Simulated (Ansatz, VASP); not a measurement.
**One calculation of CoSi2, two programs**

```
CELL_PARAMETERS angstrom
0.00000 2.65624 2.65624
2.65624 0.00000 2.65624
2.65624 2.65624 0.00000
ATOMIC_POSITIONS crystal
Co 0.00000 0.00000 0.00000
Si 0.25000 0.25000 0.25000
Si 0.75000 0.75000 0.75000
```

Alike in both runs: functional PBEsol; k mesh 14 × 14 × 14; occupations gaussian, width 0.1 eV; no spin polarisation.

Ansatz relaxed the structure, and its values are those at the end. VASP's run is a single point on that final structure, the one shown.

```csv
,VASP,Ansatz
version,VASP 6.6.1,Ansatz 0.2.0
potentials or method,"VASP PAW PBE potentials, release 64 (Co, Si), cutoff 520 eV","scalar-relativistic, plane waves, PAW"
valence electrons in the cell,17,25
```

```csv
,VASP,Ansatz,Ansatz less VASP
gap on the k mesh at the Fermi level (eV),none,none,-
pressure (GPa),0.0,0.0,-0.05
```

VASP's potentials were made for PBE, not for PBEsol. A gap of «none» marks a metal or a gap that the smearing closes. VASP's potentials hold 17 valence electrons a cell and Ansatz's 25, so a difference there can come from the potentials and not from the codes.
